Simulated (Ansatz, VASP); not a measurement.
# BeSe in VASP and in Ansatz

```
Be Se
1.0
     0.00000    2.58854    2.58854
     2.58854    0.00000    2.58854
     2.58854    2.58854    0.00000
Be Se
1 1
Direct
  0.00000 0.00000 0.00000
  0.25000 0.25000 0.25000
```

Alike in both runs: task electric field gradients; functional LDA; k mesh 14 × 14 × 14; occupations fermi-dirac, width 0.05 eV; no spin polarisation.

|  | VASP | Ansatz |
| --- | --- | --- |
| version | VASP 6.6.1 | Ansatz 0.2.0 |
| potentials or method | VASP PAW LDA potentials, release 64 (Be, Se) | PAW with Ansatz's default frozen-core files, scalar-relativistic |
| plane-wave cutoff (eV) | 520 | 420 |
| valence electrons in the cell | 8 | 18 |

VASP gave:

* gap on the k mesh at the Fermi level (eV): 2.51
* pressure (GPa): -4.0

Task: Which values does Ansatz return?

Result: gap on the k mesh at the Fermi level (eV): 2.52; pressure (GPa): -4.2.

LDA's correlation is that of Perdew and Zunger in VASP and of Perdew and Wang (1992) in Ansatz. VASP's potentials hold 8 valence electrons a cell and Ansatz's 18, so a difference there can come from the potentials and not from the codes.
